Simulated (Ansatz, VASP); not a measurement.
**One calculation of SnO2, two programs**

POSCAR

```
SnO2
1.0
    4.7599378643      0.0000000000      0.0000000000
    0.0000000000      4.7599378643      0.0000000000
    0.0000000000      0.0000000000      3.1366965436
Sn O
2 4
Direct
    0.5000000000      0.5000000000      0.5000000000
    0.0000000000      0.0000000000      0.0000000000
    0.3049465894      0.3049465894      0.0000000000
    0.8049465894      0.1950534106      0.5000000000
    0.1950534106      0.8049465894      0.5000000000
    0.6950534106      0.6950534106      0.0000000000
```

Contents of INCAR.step1:

```
SYSTEM = SnO2
PREC = Accurate
ENCUT = 520
ISMEAR = 0
SIGMA = 0.02
LREAL = .FALSE.
LASPH = .TRUE.
NELM = 100
NBANDS = 35
GGA = PE
ALGO = Normal
EDIFF = 1E-4
LWAVE = .TRUE.
LCHARG = .FALSE.
```

INCAR.step2

```
SYSTEM = SnO2
PREC = Accurate
ENCUT = 520
EDIFF = 1E-7
ISMEAR = 0
SIGMA = 0.02
LREAL = .FALSE.
LASPH = .TRUE.
NELM = 100
ALGO = Normal
ISIF = 2
LWAVE = .FALSE.
LCHARG = .FALSE.
METAGGA = R2SCAN
LMIXTAU = .TRUE.
NBANDS = 35
ISTART = 1
```

KPOINTS

```
regular mesh
0
G
  6 6 8
  0 0 0
```

Input for Ansatz:

```yaml
crystal:
  lattice:
    - [4.7599378643, 0.0, 0.0]
    - [0.0, 4.7599378643, 0.0]
    - [0.0, 0.0, 3.1366965436]
  atoms:
    - { symbol: Sn, position: [0.5, 0.5, 0.5] }
    - { symbol: Sn, position: [0.0, 0.0, 0.0] }
    - { symbol: O, position: [0.3049465894, 0.3049465894, 0.0] }
    - { symbol: O, position: [0.8049465894, 0.1950534106, 0.5] }
    - { symbol: O, position: [0.1950534106, 0.8049465894, 0.5] }
    - { symbol: O, position: [0.6950534106, 0.6950534106, 0.0] }
basis:
  ecutwfc: 500
kpoints:
  mp_grid: { grid: [6, 6, 8] }
  band_path: { path: [VBM, CBM], npoints: 2 }
hamiltonian:
  xc: r2scan
scf:
  occupations: { method: gaussian, width: 0.02 }
output:
  forces: true
  stress: true
  eigenvalues: true
checkpoint:
  read: start.run
  write: ck
  compress: false
  write_wavefunctions: false
  write_every: 100000
```

Alike in both runs: task single point; functional r2SCAN; k mesh 6 × 6 × 8; occupations gaussian, width 0.02 eV; no spin polarisation.

|  | VASP | Ansatz |
| --- | --- | --- |
| version | VASP 6.6.1 | Ansatz 0.2.0 |
| potentials or method | VASP PAW PBE potentials, release 64 (Sn_d, O), cutoff 520 eV | scalar-relativistic, plane waves, PAW |
| valence electrons in the cell | 52 | 52 |

|  | VASP | Ansatz | Ansatz less VASP |
| --- | --- | --- | --- |
| gap on the k mesh at the Fermi level (eV) | 2.08 | 2.05 | -0.028 |
| least direct gap on the mesh (eV) | 2.08 | 2.05 | -0.028 |
| pressure (GPa) | 6.5 | 5.2 | -1.22 |
| traceless stress, the component that is largest in VASP (GPa) | 4.51 | 4.08 | -0.426 |
| rms of the force components (eV/Å) | 0.018 | 0.000 | -0.0180 |

VASP's potentials were made for PBE, not for r2SCAN. Atom by atom the forces differ by 0.018 eV/Å (rms over components). With one functional, cell and mesh, what is left measures potentials, basis and numerics.
